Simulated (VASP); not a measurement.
Runs of VASP 6.6.1 on YZr. The structure is that of space group P-6m2 (No. 187), or close to it. The cells are those of the table. 

```tsv
cell	gap on the mesh (eV)	pressure (GPa)
a = 3.424, b = 3.424, c = 5.673 Å, angles 90.0, 90.0, 120.0°, 2 atoms	none	-7.7
a = 3.424, b = 3.424, c = 5.403 Å, angles 90.0, 90.0, 120.0°, 2 atoms	none	(b)
a = 3.424, b = 3.424, c = 5.538 Å, angles 90.0, 90.0, 120.0°, 2 atoms	none	-6.6
a = 3.424, b = 3.424, c = 5.132 Å, angles 90.0, 90.0, 120.0°, 2 atoms	none	(a)
a = 3.424, b = 3.424, c = 5.268 Å, angles 90.0, 90.0, 120.0°, 2 atoms	none	-3.8
```

Alike in all rows: task single point; level LDA; potentials or basis VASP PAW LDA potentials, release 64 (Y_sv, Zr_sv); no spin polarisation; k mesh 12 × 12 × 7; cutoff (eV) 520; smearing fermi-dirac 0.1 eV.

**Question.** Estimate the missing entries.

**Answer.** (a) -2.2; (b) -5.3.

Caveats: the cell stands under tension (at least some runs).

A k mesh can miss the band edges, and the runs leave out spin-orbit coupling on Y, Zr.

A gap of «none» marks levels without a gap at the run's occupations.
